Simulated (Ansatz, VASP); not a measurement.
BN: VASP beside Ansatz

INCAR

```
PREC = Accurate
ENCUT = 600
EDIFF = 1E-6
ISMEAR = 0
SIGMA = 0.05
LREAL = F
LASPH = T
NELM = 120
ALGO = Normal
ISIF = 2
LWAVE = F
LCHARG = F
GGA = PE
NBANDS = 11
GGA_COMPAT = F
```

Contents of KPOINTS:

```
regular mesh
0
Gamma
  12 12 12
```

File POSCAR:

```
BN
1.0
    0.0000000000      1.8842247884      1.8842247884
    1.8842247884      0.0000000000      1.8842247884
    1.8347324840      1.8347324840      0.0494923044
B N
1 1
Direct
    0.0000000000      0.0000000000      0.0000000000
    0.7500000000      0.7500000000      0.7500000000
```

Input for Ansatz:

```yaml
crystal:
  lattice:
    - [0.0, 1.8842247884, 1.8842247884]
    - [1.8842247884, 0.0, 1.8842247884]
    - [1.834732484, 1.834732484, 0.0494923044]
  atoms:
    - { symbol: B, position: [0.0, 0.0, 0.0] }
    - { symbol: "N", position: [0.75, 0.75, 0.75] }
basis:
  ecutwfc: 520.0
kpoints:
  mp_grid: { grid: [12, 12, 12] }
hamiltonian:
  xc: pbe
  pseudopotentials: { kind: paw, azcp: { folder: soft_1 } }
scf:
  occupations: { method: gaussian, width: 0.05 }
output:
  forces: true
  stress: true
  eigenvalues: true
```

Alike in both runs: task single point; functional PBE; k mesh 12 × 12 × 12; occupations gaussian, width 0.05 eV; no spin polarisation.

|  | VASP | Ansatz |
| --- | --- | --- |
| version | VASP 6.6.1 | Ansatz 0.2.0 |
| potentials or method | VASP PAW PBE potentials, release 64 (B, N), cutoff 600 eV | scalar-relativistic, plane waves, PAW |
| valence electrons in the cell | 8 | 8 |

```tsv
	VASP	Ansatz	Ansatz less VASP
gap on the k mesh at the Fermi level (eV)	4.27	4.28	+0.004
least direct gap on the mesh (eV)	8.04	8.04	+0.003
pressure (GPa)	-24.2	-24.1	+0.10
traceless stress, the component that is largest in VASP (GPa)	9.91	9.84	-0.078
rms of the force components (eV/Å)	0.009	0.014	+0.0060
```

Atom by atom the forces differ by 0.006 eV/Å (rms over components). With one functional, cell and mesh, what is left measures potentials, basis and numerics.
